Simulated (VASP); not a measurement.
# NaCl (P6_3/mmc) in VASP: settings compared

Aim: see how the results for NaCl move with the level of theory and the settings. Levels: LDA, PBEsol. Tasks: single point.

All numbers are computed with VASP 6.6.1; they aren't measurements. Logs are shortened: lines on timing, memory, paths and dates and some standing lists are left out, and cuts for length are marked.

### 1 The cell of the first run

Symmetry: P6_3/mmc, No. 194, hexagonal system. Conventional cell: a = 4.611 Å, b = 4.611 Å, c = 5.425 Å, α = 90.00°, β = 90.00°, γ = 120.00°. Within 3.5 Å of Na (site symmetry -6m2) lie 5 Cl at 2.66 to 2.71 Å. Within 3.5 Å of Cl (site symmetry -6m2) lie 5 Na at 2.66 to 2.71 Å.

### 2 Single point, LDA

INCAR

```
SYSTEM = NaCl
PREC = Accurate
ENCUT = 520
EDIFF = 1E-7
ISMEAR = -1
SIGMA = 0.02
LREAL = .False.
LASPH = .True.
NELM = 60
ALGO = Normal
ISIF = 2
LWAVE = .False.
LCHARG = .False.
GGA = CA
NBANDS = 22
```

KPOINTS

```
regular mesh
0
Gamma
  6 6 4
  0 0 0
```

POSCAR

```
NaCl
1.0
    4.6112583347      0.0000000000      0.0000000000
   -2.3056291673      3.9934668613      0.0000000000
    0.0000000000      0.0000000000      5.4251167177
Na Cl
2 2
Direct
    0.3333333333      0.6666666667     -0.0625000539
    0.6666666667      0.3333333333      0.4374999461
    0.3333333333      0.6666666667      0.4375000539
    0.6666666667      0.3333333333      0.9375000539
```

Potentials or basis: VASP PAW LDA potentials, release 64 (Na_pv, Cl).

The run is started by

```console
cat potpaw_LDA.64/Na_pv/POTCAR potpaw_LDA.64/Cl/POTCAR > POTCAR
mpirun -np 1 vasp_std > vasp.out
```

OUTCAR:

```text
SYSTEM = NaCl
   PREC = Accurate
   ENCUT = 520
   EDIFF = 1E-7
   ISMEAR = -1
   LREAL = .False.
   LASPH = .True.
   NELM = 60
   ISIF = 2
   GGA = CA

 ion  position               nearest neighbor table
   1  0.333  0.667  0.937-   4 2.66   4 2.66   4 2.66   3 2.71   3 2.71
   2  0.667  0.333  0.437-   3 2.66   3 2.66   3 2.66   4 2.71   4 2.71
   3  0.333  0.667  0.438-   2 2.66   2 2.66   2 2.66   1 2.71   1 2.71
   4  0.667  0.333  0.938-   1 2.66   1 2.66   1 2.66   2 2.71   2 2.71

  LATTYP: Found a hexagonal cell.
 ALAT       =     4.6112583347
 C/A-ratio  =     1.1764937733

  Lattice vectors:

 A1 = (   4.6112583347,   0.0000000000,   0.0000000000)
 A2 = (  -2.3056291673,   3.9934668613,   0.0000000000)
 A3 = (   0.0000000000,   0.0000000000,   5.4251167177)

Analysis of symmetry for initial positions (statically):
=====================================================================
 Subroutine PRICEL returns:
 Original cell was already a primitive cell.

 Routine SETGRP: Setting up the symmetry group for a
 hexagonal supercell.

 Subroutine GETGRP returns: Found 24 space group operations
 (whereof  6 operations were pure point group operations)
 out of a pool of 24 trial point group operations.

The static configuration has the point symmetry C_3v.
 The point group associated with its full space group is D_6h.

Analysis of symmetry for dynamics (positions and initial velocities):
=====================================================================
 Subroutine PRICEL returns:
 Original cell was already a primitive cell.

 Routine SETGRP: Setting up the symmetry group for a
 hexagonal supercell.

 Subroutine GETGRP returns: Found 24 space group operations
 (whereof  6 operations were pure point group operations)
 out of a pool of 24 trial point group operations.

The dynamic configuration has the point symmetry C_3v.
 The point group associated with its full space group is D_6h.

 Subroutine INISYM returns: Found 24 space group operations
 (whereof  6 operations are pure point group operations),
 and found     1 'primitive' translations

----------------------------------------------------------------------------------------

                                     Primitive cell

  volume of cell :      99.9030

  direct lattice vectors                    reciprocal lattice vectors
     4.611258335  0.000000000  0.000000000     0.216860546  0.125204495  0.000000000
    -2.305629167  3.993466861  0.000000000     0.000000000  0.250408989  0.000000000
     0.000000000  0.000000000  5.425116718     0.000000000  0.000000000  0.184327831

  length of vectors
     4.611258335  4.611258335  5.425116718     0.250408989  0.250408989  0.184327831

  position of ions in fractional coordinates (direct lattice)
     0.333333333  0.666666667  0.937499946
     0.666666667  0.333333333  0.437499946
     0.333333333  0.666666667  0.437500054
     0.666666667  0.333333333  0.937500054

  ion indices of the primitive-cell ions
   primitive index   ion index
                 1           1
                 2           2
                 3           3
                 4           4

----------------------------------------------------------------------------------------

 KPOINTS: regular mesh

Automatic generation of k-mesh.
 Grid dimensions read from file:
 generate k-points for:    6    6    4

 Generating k-lattice:

  Cartesian coordinates                     Fractional coordinates (reciprocal lattice)
     0.036143424  0.020867416  0.000000000     0.166666667  0.000000000  0.000000000
     0.000000000  0.041734832  0.000000000     0.000000000  0.166666667  0.000000000
     0.000000000  0.000000000  0.046081958     0.000000000  0.000000000  0.250000000

  Length of vectors
     0.041734832  0.041734832  0.046081958

  Shift w.r.t. Gamma in fractional coordinates (k-lattice)
     0.000000000  0.000000000  0.000000000

 Subroutine IBZKPT returns following result:
 ===========================================

 Found     21 irreducible k-points:

 Following reciprocal coordinates:
            Coordinates               Weight
  0.000000  0.000000  0.000000      1.000000
  0.166667 -0.000000  0.000000      6.000000
  0.333333 -0.000000  0.000000      6.000000
  0.500000 -0.000000  0.000000      3.000000
  0.166667  0.166667  0.000000      6.000000
  0.333333  0.166667  0.000000     12.000000
[... 13 lines left out ...]
  0.333333  0.166667  0.500000     12.000000
  0.333333  0.333333  0.500000      2.000000
   k-points           NKPTS =     21   k-points in BZ     NKDIM =     21   number of bands    NBANDS=     22
   number of dos      NEDOS =    301   number of ions     NIONS =      4
   total plane-waves  NPLWV =  51840
   dimension x,y,z NGX =    36 NGY =   36 NGZ =   40
   dimension x,y,z NGXF=    72 NGYF=   72 NGZF=   80
   ions per type =               2   2
   NGX,Y,Z   is equivalent  to a cutoff of  12.98, 12.98, 12.26 a.u.
   NGXF,Y,Z  is equivalent  to a cutoff of  25.96, 25.96, 24.52 a.u.
 SYSTEM =  NaCl
   PREC   = accura    normal or accurate (medium, high low for compatibility)
   ISTART =      0    job   : 0-new  1-cont  2-samecut
   ICHARG =      2    charge: 1-file 2-atom 10-const
   ISPIN  =      1    spin polarized calculation?
   LNONCOLLINEAR =      F non collinear calculations
   LSORBIT =      F    spin-orbit coupling
   LASPH  =      T    aspherical Exc in radial PAW
   ENCUT  =  520.0 eV  38.22 Ry    6.18 a.u.   8.57  8.57 10.09*2*pi/ulx,y,z
   NELM   =     60;   NELMIN=  2; NELMDL= -5     # of ELM steps
   EDIFF  = 0.1E-06   stopping-criterion for ELM
   LREAL  =      F    real-space projection
   EDIFFG = 0.1E-05   stopping-criterion for IOM
   NSW    =      0    number of steps for IOM
   IBRION =     -1    ionic relax: 0-MD 1-quasi-New 2-CG
   NFREE  =      0    steps in history (QN), initial steepest desc. (CG)
   ISIF   =      2    stress and relaxation
   ISYM   =      2    0-nonsym 1-usesym 2-fastsym
   POTIM  = 0.5000    time-step for ionic-motion
   TEBEG  =    0.0;   TEEND  =   0.0 temperature during run
   PSTRESS=    0.0 pullay stress
   NELECT =      28.0000    total number of electrons
   NUPDOWN=      -1.0000    fix difference up-down
   EMIN   =  10.00;   EMAX   =-10.00  energy-range for DOS
   EFERMI =   0.00;   METHOD = LEGACY
   ISMEAR =    -1;   SIGMA  =   0.02  broadening in eV -4-tet -1-fermi 0-gaus
   EFERMI_NEDOS =   21; number of points for ismear=-14 and -15
   IALGO  =     38    algorithm
   IMIX   =      4    mixing-type and parameters
     AMIX     =   0.40;   BMIX     =  1.00
     AMIX_MAG =   1.60;   BMIX_MAG =  1.00
  volume/ion in A,a.u.               =      24.98       168.54
  Fermi-wavevector in a.u.,A,eV,Ry     =   1.071358  2.024573 15.616877  1.147808
  Thomas-Fermi vector in A             =   2.207096
   LORBIT       =      0    0 simple, 1 ext, 2 COOP (PROOUT), +10 PAW based schemes
   GGA     = CA    functional components
   LHFCALC =     F    Hartree Fock is set to
   AEXX    =    0.0000 exact exchange contribution
   IVDW    =     0    specifies the selected vdW correction
   LEPSILON=     F    determine dielectric tensor
   LRPA    =     F    only Hartree local field effects (RPA)
 non-spin polarized calculation
  energy-cutoff  :      520.00
  volume of cell :       99.90
 maximum number of plane-waves:      2706
 NGX is ok and might be reduce to    36
   NGX = 17   NGY = 17   NGZ = 21

 number of electron      27.9999989 magnetization

 Free energy of the ion-electron system (eV)
  ---------------------------------------------------
  ext. energy  EPLUGINS =         0.00000000
  ---------------------------------------------------
  free energy    TOTEN  =       -14.50034355 eV

  energy without entropy =      -14.50034355  energy(sigma->0) =      -14.50034355

 E-fermi :  -1.0909     XC(G=0):  -8.0725

 val. band max:       -1.5297908897   @ k =   0.0000   0.0000   0.0000
 cond. band min:       3.0641813355   @ k =   0.0000   0.0000   0.0000
 fundamental gap:      4.5939722252
 Fermi energy:        -1.0909218903

 k-point     1 :       0.0000    0.0000    0.0000
  band No.  band energies     occupation
      1     -22.2537      2.00000
      2     -22.2488      2.00000
      3     -22.2488      2.00000
      4     -22.2373      2.00000
      5     -22.2373      2.00000
      6     -22.2240      2.00000
[... 14 lines left out ...]
     21       9.3385      0.00000
     22       9.6514      0.00000

 k-point     2 :       0.1667   -0.0000    0.0000
  band No.  band energies     occupation
      1     -22.2518      2.00000
      2     -22.2509      2.00000
      3     -22.2496      2.00000
      4     -22.2404      2.00000
      5     -22.2372      2.00000
      6     -22.2257      2.00000
[... 14 lines left out ...]
     21       9.1671      0.00000
     22       9.4534      0.00000

 k-point     3 :       0.3333   -0.0000    0.0000
  band No.  band energies     occupation
      1     -22.2552      2.00000
      2     -22.2513      2.00000
      3     -22.2471      2.00000
      4     -22.2467      2.00000
      5     -22.2370      2.00000
      6     -22.2300      2.00000
[... 14 lines left out ...]
     21       9.4943      0.00000
     22       9.9178      0.00000
[... 401 lines left out ...]
 k-point    20 :       0.3333    0.1667    0.5000
  band No.  band energies     occupation
      1     -22.2665      2.00000
      2     -22.2665      2.00000
      3     -22.2453      2.00000
      4     -22.2453      2.00000
      5     -22.2287      2.00000
      6     -22.2287      2.00000
[... 14 lines left out ...]
     21       9.8228      0.00000
     22       9.8228      0.00000

 k-point    21 :       0.3333    0.3333    0.5000
  band No.  band energies     occupation
      1     -22.2679      2.00000
      2     -22.2679      2.00000
      3     -22.2462      2.00000
      4     -22.2462      2.00000
      5     -22.2278      2.00000
      6     -22.2278      2.00000
[... 14 lines left out ...]
     21      10.4174      0.00000
     22      10.4178      0.00000

------------------------ aborting loop because EDIFF is reached ----------------------------------------

  FORCE on cell =-STRESS in cart. coord.  units (eV):
  Direction    XX          YY          ZZ          XY          YZ          ZX
  --------------------------------------------------------------------------------------
  -------------------------------------------------------------------------------------
  Total       -0.0222211     -0.0222211      0.0017724     -0.0000000     -0.0000000      0.0000000
  in kB       -0.3563674     -0.3563674      0.0284246     -0.0000000     -0.0000000      0.0000000
  external PRESSURE =      -0.2281034 kB  Pullay stress =       0.0000000 kB

 VOLUME and BASIS-vectors are now :
 -----------------------------------------------------------------------------
  energy-cutoff  :      520.00
  volume of cell :       99.90
      direct lattice vectors                 reciprocal lattice vectors
     4.611258335  0.000000000  0.000000000     0.216860546  0.125204495  0.000000000
    -2.305629167  3.993466861  0.000000000     0.000000000  0.250408989  0.000000000
     0.000000000  0.000000000  5.425116718     0.000000000  0.000000000  0.184327831

 POSITION                                       TOTAL-FORCE (eV/Angst)
 -----------------------------------------------------------------------------------
     -0.00000      2.66231      5.08605        -0.000000      0.000000      0.000000
      2.30563      1.33116      2.37349         0.000000      0.000000      0.000000
     -0.00000      2.66231      2.37349         0.000000     -0.000000      0.000000
      2.30563      1.33116      5.08605        -0.000000      0.000000     -0.000000
 -----------------------------------------------------------------------------------
    total drift:                               -0.000000      0.000000     -0.001075

  FREE ENERGIE OF THE ION-ELECTRON SYSTEM (eV)
  ---------------------------------------------------
  free  energy   TOTEN  =       -14.5003435452 eV

  energy  without entropy=      -14.5003435452  energy(sigma->0) =      -14.50034355
```

It took 16 s on 1 thread of AMD EPYC 9R45 (Zen 5), shared host; peak memory 0.15 GiB.

Results:

| Quantity | Value |
| --- | --- |
| Free energy | -14.5003 eV |
| Pressure | 0.0 GPa |
| Band gap on the k mesh | 4.59 eV, direct |

Levels at points of the mesh, in eV from the valence-band top:
| k point | band 10 | band 11 | band 12 | band 13 | band 14 | band 15 | band 16 | band 17 | band 18 | band 19 |
| --- | --- | --- | --- | --- | --- | --- | --- | --- | --- | --- |
| (0.00, 0.00, 0.00) | -0.92 | -0.92 | -0.38 | -0.38 | 0.00 | 4.59 | 7.50 | 9.59 | 9.59 | 10.71 |
| (0.50, 0.00, 0.00) | -1.17 | -1.15 | -0.92 | -0.61 | -0.26 | 6.94 | 7.59 | 8.53 | 8.93 | 9.53 |
| (0.00, 0.00, 0.50) | -1.15 | -0.66 | -0.66 | -0.66 | -0.66 | 6.48 | 6.48 | 9.46 | 9.46 | 9.46 |
| (0.50, 0.00, 0.50) | -1.86 | -0.76 | -0.76 | -0.32 | -0.32 | 7.06 | 7.06 | 10.02 | 10.02 | 10.33 |

### 3 Single point, PBEsol

This run uses another cell than the first one, of 26.84 Å³/atom, 1.075 times its volume.

INCAR

```
PREC = Accurate
ENCUT = 520
EDIFF = 1E-6
ISMEAR = -1
SIGMA = 0.02
LREAL = False
LASPH = True
NELM = 60
ALGO = Normal
ISIF = 2
LWAVE = False
LCHARG = False
GGA = PS
NBANDS = 22
```

KPOINTS

```
regular mesh
0
Gamma
  6 6 4
```

POSCAR

```
NaCl
1.0
    4.7220418391      0.0000000000      0.0000000000
   -2.3610209195      4.0894081904      0.0000000000
    0.0000000000      0.0000000000      5.5593371470
Na Cl
2 2
Direct
    0.3333333333      0.6666666667     -0.0624995580
    0.6666666667      0.3333333333      0.4375004420
    0.3333333333      0.6666666667      0.4374995580
    0.6666666667      0.3333333333      0.9374995580
```

Potentials or basis: VASP PAW PBE potentials, release 64 (Na_pv, Cl).

The run is started by

```console
cat potpaw_PBE.64/Na_pv/POTCAR potpaw_PBE.64/Cl/POTCAR > POTCAR
mpirun -np 1 vasp_std > vasp.out
```

OUTCAR:

```text
PREC = Accurate
   ENCUT = 520
   EDIFF = 1E-6
   ISMEAR = -1
   LREAL = False
   LASPH = True
   NELM = 60
   ISIF = 2
   GGA = PS

 ion  position               nearest neighbor table
   1  0.333  0.667  0.938-   4 2.73   4 2.73   4 2.73
   2  0.667  0.333  0.438-   3 2.73   3 2.73   3 2.73
   3  0.333  0.667  0.437-   2 2.73   2 2.73   2 2.73
   4  0.667  0.333  0.937-   1 2.73   1 2.73   1 2.73

  LATTYP: Found a hexagonal cell.
 ALAT       =     4.7220418391
 C/A-ratio  =     1.1773163679

  Lattice vectors:

 A1 = (   4.7220418391,   0.0000000000,   0.0000000000)
 A2 = (  -2.3610209195,   4.0894081904,   0.0000000000)
 A3 = (   0.0000000000,   0.0000000000,   5.5593371470)

Analysis of symmetry for initial positions (statically):
=====================================================================
 Subroutine PRICEL returns:
 Original cell was already a primitive cell.

 Routine SETGRP: Setting up the symmetry group for a
 hexagonal supercell.

 Subroutine GETGRP returns: Found 24 space group operations
 (whereof  6 operations were pure point group operations)
 out of a pool of 24 trial point group operations.

The static configuration has the point symmetry C_3v.
 The point group associated with its full space group is D_6h.

Analysis of symmetry for dynamics (positions and initial velocities):
=====================================================================
 Subroutine PRICEL returns:
 Original cell was already a primitive cell.

 Routine SETGRP: Setting up the symmetry group for a
 hexagonal supercell.

 Subroutine GETGRP returns: Found 24 space group operations
 (whereof  6 operations were pure point group operations)
 out of a pool of 24 trial point group operations.
[... 115 lines left out ...]
   EMIN   =  10.00;   EMAX   =-10.00  energy-range for DOS
   EFERMI =   0.00;   METHOD = LEGACY
   ISMEAR =    -1;   SIGMA  =   0.02  broadening in eV -4-tet -1-fermi 0-gaus
   EFERMI_NEDOS =   21; number of points for ismear=-14 and -15
   IALGO  =     38    algorithm
   IMIX   =      4    mixing-type and parameters
     AMIX     =   0.40;   BMIX     =  1.00
     AMIX_MAG =   1.60;   BMIX_MAG =  1.00
  volume/ion in A,a.u.               =      26.84       181.11
  Fermi-wavevector in a.u.,A,eV,Ry     =   1.045979  1.976614 14.885762  1.094073
  Thomas-Fermi vector in A             =   2.180798
   LORBIT       =      0    0 simple, 1 ext, 2 COOP (PROOUT), +10 PAW based schemes
   GGA     = PS    functional components
   LHFCALC =     F    Hartree Fock is set to
   AEXX    =    0.0000 exact exchange contribution
   IVDW    =     0    specifies the selected vdW correction
   LEPSILON=     F    determine dielectric tensor
   LRPA    =     F    only Hartree local field effects (RPA)
 non-spin polarized calculation
  energy-cutoff  :      520.00
  volume of cell :      107.35
 maximum number of plane-waves:      2955
 NGX is ok and might be reduce to    36
   NGX = 17   NGY = 17   NGZ = 21

 number of electron      28.0000020 magnetization

 Free energy of the ion-electron system (eV)
  ---------------------------------------------------
  ext. energy  EPLUGINS =         0.00000000
  ---------------------------------------------------
  free energy    TOTEN  =       -13.80524570 eV

  energy without entropy =      -13.80524570  energy(sigma->0) =      -13.80524570

 E-fermi :  -1.3408     XC(G=0):  -7.3423

 val. band max:       -1.7201804544   @ k =   0.0000   0.0000   0.0000
 cond. band min:       3.0123950220   @ k =   0.0000   0.0000   0.0000
 fundamental gap:      4.7325754765
 Fermi energy:        -1.3408490116

 k-point     1 :       0.0000    0.0000    0.0000
  band No.  band energies     occupation
      1     -22.4320      2.00000
      2     -22.4320      2.00000
      3     -22.4315      2.00000
      4     -22.4237      2.00000
      5     -22.4237      2.00000
      6     -22.4102      2.00000
[... 514 lines left out ...]
     21      10.2342      0.00000
     22      10.2344      0.00000

------------------------ aborting loop because EDIFF is reached ----------------------------------------

  FORCE on cell =-STRESS in cart. coord.  units (eV):
  Direction    XX          YY          ZZ          XY          YZ          ZX
  --------------------------------------------------------------------------------------
  -------------------------------------------------------------------------------------
  Total        0.0254214      0.0254214      0.0392887      0.0000000     -0.0000000     -0.0000000
  in kB        0.3793990      0.3793990      0.5863610      0.0000000     -0.0000000     -0.0000000
  external PRESSURE =       0.4483863 kB  Pullay stress =       0.0000000 kB

 VOLUME and BASIS-vectors are now :
 -----------------------------------------------------------------------------
  energy-cutoff  :      520.00
  volume of cell :      107.35
      direct lattice vectors                 reciprocal lattice vectors
     4.722041839  0.000000000  0.000000000     0.211772795  0.122267080  0.000000000
    -2.361020920  4.089408190  0.000000000     0.000000000  0.244534161  0.000000000
     0.000000000  0.000000000  5.559337147     0.000000000  0.000000000  0.179877560

 POSITION                                       TOTAL-FORCE (eV/Angst)
 -----------------------------------------------------------------------------------
     -0.00000      2.72627      5.21188         0.000000     -0.000000      0.000000
      2.36102      1.36314      2.43221        -0.000000      0.000000      0.000000
     -0.00000      2.72627      2.43221         0.000000      0.000000      0.000000
      2.36102      1.36314      5.21188        -0.000000     -0.000000     -0.000000
 -----------------------------------------------------------------------------------
    total drift:                               -0.000000     -0.000000      0.009281

  FREE ENERGIE OF THE ION-ELECTRON SYSTEM (eV)
  ---------------------------------------------------
  free  energy   TOTEN  =       -13.8052457023 eV

  energy  without entropy=      -13.8052457022  energy(sigma->0) =      -13.80524570
```

It took 22 s on 1 thread of AMD EPYC 9R45 (Zen 5), shared host; peak memory 0.19 GiB.

What came out:

| Item | Value |
| --- | --- |
| Free energy | -13.8052 eV |
| Pressure | 0.0 GPa |
| Band gap on the k mesh | 4.73 eV, direct |

Caveat: the PAW data sets were made with another functional, which shifts forces and pressure a little.
